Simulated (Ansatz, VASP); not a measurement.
# Yb in VASP and in Ansatz

Contents of INCAR:

```
PREC = Accurate
ENCUT = 520
EDIFF = 1E-6
ISMEAR = -1
SIGMA = 0.1
LREAL = F
LASPH = T
NELM = 80
ALGO = Normal
ISIF = 2
LWAVE = F
LCHARG = F
GGA = PS
NBANDS = 18
```

The input KPOINTS:

```
regular mesh
0
Gamma
  11 11 11
```

The input POSCAR:

```
Yb
1.0
    3.1606304045      0.0000000000      0.0000000000
    0.0000000000      3.1606304045      0.0000000000
    0.0000000000      0.0000000000      3.1606304045
Yb
1
Direct
    0.0000000000      0.0000000000      0.0000000000
```

Input for Ansatz:

```yaml
crystal:
  lattice:
    - [3.1606304045, 0.0, 0.0]
    - [0.0, 3.1606304045, 0.0]
    - [0.0, 0.0, 3.1606304045]
  atoms:
    - { symbol: Yb, position: [0.0, 0.0, 0.0] }
hamiltonian:
  xc: pbesol
  pseudopotentials:
    kind: paw
    azcp:
      Yb: "pseudopotentials/Yb.paw.azcp"
basis:
  ecutwfc: 420
  fft_grid_basis: typed
kpoints:
  mp_grid: { grid: [11, 11, 11], shift: [0, 0, 0] }
magnetization:
  spin_polarized: false
scf:
  occupations: { method: fermi_dirac, width: 0.1 }
  lower_state_search: "off"
output:
  stress: true
  write_density: true
  write_potential: true
  elf: true
  volumetric_format: npy
```

Alike in both runs: task single point; functional PBEsol; k mesh 11 × 11 × 11; occupations fermi-dirac, width 0.1 eV; no spin polarisation.

|  | VASP | Ansatz |
| --- | --- | --- |
| version | VASP 6.6.1 | Ansatz 0.2.0 |
| potentials or method | VASP PAW PBE potentials, release 64 (Yb), cutoff 520 eV | plane waves (420 eV) with PAW, scalar-relativistic |
| valence electrons in the cell | 24 | 24 |

Ansatz gave:

* pressure (GPa): 1.5

Q: Estimate VASP's values.

A: Pressure (GPa): 1.3.

VASP's potentials were made for PBE, not for PBEsol, and Ansatz warns of the same on its side.

Spin-orbit coupling is off throughout.
